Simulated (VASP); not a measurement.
# CsSnI3 in VASP: a series of runs, part 2 of 3

VASP 6.6.1.

## 3. Single point, PBEsol (strain +0.080 along x and y, +0.080 along z)

File INCAR:

```
SYSTEM = CsSnI3
ALGO = Normal
EDIFF = 1E-6
ENCUT = 520
GGA = PS
ISIF = 2
ISMEAR = 0
LASPH = .TRUE.
LCHARG = .TRUE.
LELF = .TRUE.
LREAL = .FALSE.
LVHAR = .TRUE.
LWAVE = .FALSE.
NBANDS = 30
NELM = 60
PREC = Accurate
SIGMA = 0.03
```

File KPOINTS:

```
k-points
0
G
  6 6 6
  0 0 0
```

File POSCAR:

```
CsSnI3
1.0
    6.7021560000      0.0000000000      0.0000000000
    0.0000000000      6.7021560000      0.0000000000
    0.0000000000      0.0000000000      6.7021560000
Cs Sn I
1 1 3
Direct
    0.0000000000      0.0000000000      0.0000000000
    0.5000000000      0.5000000000      0.5000000000
    0.0000000000      0.5000000000      0.5000000000
    0.5000000000      0.0000000000      0.5000000000
    0.5000000000      0.5000000000      0.0000000000
```

Potentials or basis: VASP PAW PBE potentials, release 64 (Cs_sv, Sn_d, I).

Command:

```
cat potpaw_PBE.64/Cs_sv/POTCAR potpaw_PBE.64/Sn_d/POTCAR potpaw_PBE.64/I/POTCAR > POTCAR
mpirun -np 1 vasp_std > vasp.out
```

OUTCAR:

```text
SYSTEM = CsSnI3
   EDIFF = 1E-6
   ENCUT = 520
   GGA = PS
   ISIF = 2
   ISMEAR = 0
   LASPH = .TRUE.
   LREAL = .FALSE.
   NELM = 60
   PREC = Accurate

 ion  position               nearest neighbor table
   1  0.000  0.000  0.000-
   2  0.500  0.500  0.500-   3 3.35   4 3.35   5 3.35   5 3.35   4 3.35   3 3.35
   3  0.000  0.500  0.500-   2 3.35   2 3.35
   4  0.500  0.000  0.500-   2 3.35   2 3.35
   5  0.500  0.500  0.000-   2 3.35   2 3.35

  LATTYP: Found a simple cubic cell.
 ALAT       =     6.7021560000

  Lattice vectors:

 A1 = (   6.7021560000,   0.0000000000,   0.0000000000)
 A2 = (   0.0000000000,   6.7021560000,   0.0000000000)
 A3 = (   0.0000000000,   0.0000000000,   6.7021560000)

Analysis of symmetry for initial positions (statically):
=====================================================================
 Subroutine PRICEL returns:
 Original cell was already a primitive cell.

 Routine SETGRP: Setting up the symmetry group for a
 simple cubic supercell.

 Subroutine GETGRP returns: Found 48 space group operations
 (whereof 48 operations were pure point group operations)
 out of a pool of 48 trial point group operations.

The static configuration has the point symmetry O_h .

Analysis of symmetry for dynamics (positions and initial velocities):
=====================================================================
 Subroutine PRICEL returns:
 Original cell was already a primitive cell.

 Routine SETGRP: Setting up the symmetry group for a
 simple cubic supercell.

 Subroutine GETGRP returns: Found 48 space group operations
 (whereof 48 operations were pure point group operations)
 out of a pool of 48 trial point group operations.

[... 115 lines left out ...]
   EFERMI =   0.00;   METHOD = LEGACY
   ISMEAR =     0;   SIGMA  =   0.03  broadening in eV -4-tet -1-fermi 0-gaus
   EFERMI_NEDOS =   21; number of points for ismear=-14 and -15
   IALGO  =     38    algorithm
   IMIX   =      4    mixing-type and parameters
     AMIX     =   0.40;   BMIX     =  1.00
     AMIX_MAG =   1.60;   BMIX_MAG =  1.00
  volume/ion in A,a.u.               =      60.21       406.32
  Fermi-wavevector in a.u.,A,eV,Ry     =   0.862339  1.629584 10.117673  0.743628
  Thomas-Fermi vector in A             =   1.980126
   LORBIT       =      0    0 simple, 1 ext, 2 COOP (PROOUT), +10 PAW based schemes
   GGA     = PS    functional components
   LHFCALC =     F    Hartree Fock is set to
   AEXX    =    0.0000 exact exchange contribution
   IVDW    =     0    specifies the selected vdW correction
   LEPSILON=     F    determine dielectric tensor
   LRPA    =     F    only Hartree local field effects (RPA)
 non-spin polarized calculation
 Gauss-broadening in eV      SIGMA  =   0.03
  energy-cutoff  :      520.00
  volume of cell :      301.05
 maximum number of plane-waves:      8217
 NGX is ok and might be reduce to    50
   NGX = 25   NGY = 25   NGZ = 25

 number of electron      44.0000025 magnetization

 Free energy of the ion-electron system (eV)
  ---------------------------------------------------
  ext. energy  EPLUGINS =         0.00000000
  ---------------------------------------------------
  free energy    TOTEN  =       -14.35876089 eV

  energy without entropy =      -14.35876089  energy(sigma->0) =      -14.35876089

 E-fermi :   0.4093     XC(G=0):  -6.7455

 val. band max:        0.2761263933   @ k =   0.5000   0.5000   0.5000
 cond. band min:       1.3293790487   @ k =   0.5000   0.5000   0.5000
 fundamental gap:      1.0532526554
 Fermi energy:         0.4093158506

 k-point     1 :       0.0000    0.0000    0.0000
  band No.  band energies     occupation
      1     -21.2283      2.00000
      2     -21.1974      2.00000
      3     -21.1974      2.00000
      4     -21.1959      2.00000
      5     -21.1959      2.00000
      6     -21.1959      2.00000
[... 649 lines left out ...]
     29       5.2615      0.00000
     30       6.2965      0.00000

------------------------ aborting loop because EDIFF is reached ----------------------------------------

  FORCE on cell =-STRESS in cart. coord.  units (eV):
  Direction    XX          YY          ZZ          XY          YZ          ZX
  --------------------------------------------------------------------------------------
  -------------------------------------------------------------------------------------
  Total       -4.8945295     -4.8945295     -4.8945295     -0.0000000     -0.0000000      0.0000000
  in kB      -26.0482133    -26.0482133    -26.0482133     -0.0000000     -0.0000000      0.0000000
  external PRESSURE =     -26.0482133 kB  Pullay stress =       0.0000000 kB

 VOLUME and BASIS-vectors are now :
 -----------------------------------------------------------------------------
  energy-cutoff  :      520.00
  volume of cell :      301.05
      direct lattice vectors                 reciprocal lattice vectors
     6.702156000  0.000000000  0.000000000     0.149205718  0.000000000  0.000000000
     0.000000000  6.702156000  0.000000000     0.000000000  0.149205718  0.000000000
     0.000000000  0.000000000  6.702156000     0.000000000  0.000000000  0.149205718

 POSITION                                       TOTAL-FORCE (eV/Angst)
 -----------------------------------------------------------------------------------
      0.00000      0.00000      0.00000         0.000000      0.000000      0.000000
      3.35108      3.35108      3.35108         0.000000      0.000000      0.000000
      0.00000      3.35108      3.35108         0.000000      0.000000      0.000000
      3.35108      0.00000      3.35108         0.000000      0.000000      0.000000
      3.35108      3.35108      0.00000         0.000000      0.000000      0.000000
 -----------------------------------------------------------------------------------
    total drift:                                0.000000     -0.000000      0.000000

  FREE ENERGIE OF THE ION-ELECTRON SYSTEM (eV)
  ---------------------------------------------------
  free  energy   TOTEN  =       -14.3587608947 eV

  energy  without entropy=      -14.3587608947  energy(sigma->0) =      -14.35876089
```

OSZICAR:

```text
N       E                     dE             d eps       ncg     rms          rms(c)
DAV:   1     0.325833570942E+03    0.32583E+03   -0.17374E+04  1200   0.126E+03
DAV:   2     0.266045844590E+02   -0.29923E+03   -0.28795E+03  1422   0.252E+02
DAV:   3    -0.133214455731E+02   -0.39926E+02   -0.39419E+02  1458   0.105E+02
DAV:   4    -0.148926616172E+02   -0.15712E+01   -0.15680E+01  1492   0.252E+01
DAV:   5    -0.149473538325E+02   -0.54692E-01   -0.54688E-01  1782   0.447E+00    0.309E+00
DAV:   6    -0.144094812635E+02    0.53787E+00   -0.72384E-01  1456   0.418E+00    0.180E+00
DAV:   7    -0.143520535336E+02    0.57428E-01   -0.39412E-01  1470   0.236E+00    0.955E-01
DAV:   8    -0.143597796073E+02   -0.77261E-02   -0.62825E-02  1444   0.152E+00    0.303E-01
DAV:   9    -0.143585029869E+02    0.12766E-02   -0.12919E-02  1460   0.655E-01    0.113E-01
DAV:  10    -0.143586388023E+02   -0.13582E-03   -0.15332E-03  1432   0.166E-01    0.787E-02
DAV:  11    -0.143587543582E+02   -0.11556E-03   -0.81684E-04  1388   0.134E-01    0.285E-02
DAV:  12    -0.143587603431E+02   -0.59849E-05   -0.10030E-04  1470   0.561E-02    0.261E-02
DAV:  13    -0.143587608947E+02   -0.55158E-06   -0.47580E-06  1396   0.124E-02
   1 F= -.14358761E+02 E0= -.14358761E+02  d E =-.215745E-12
```

Wall time 99 s (1 thread of Intel Xeon 6975P-C (Granite Rapids), shared host); peak memory 0.46 GiB.

What came out:

```
Free energy            : -14.3588 eV
Pressure               : -2.6 GPa
Band gap on the k mesh : 1.05 eV
```

Caveat: the cell differs from its parent crystal (strain +0.080 along x and y, +0.080 along z); the PAW data sets were made with another functional, which shifts forces and pressure a little; spin-orbit coupling is left out, which moves the levels of the heavy elements. A k mesh can miss the band edges.

[end of part 2 of 3]
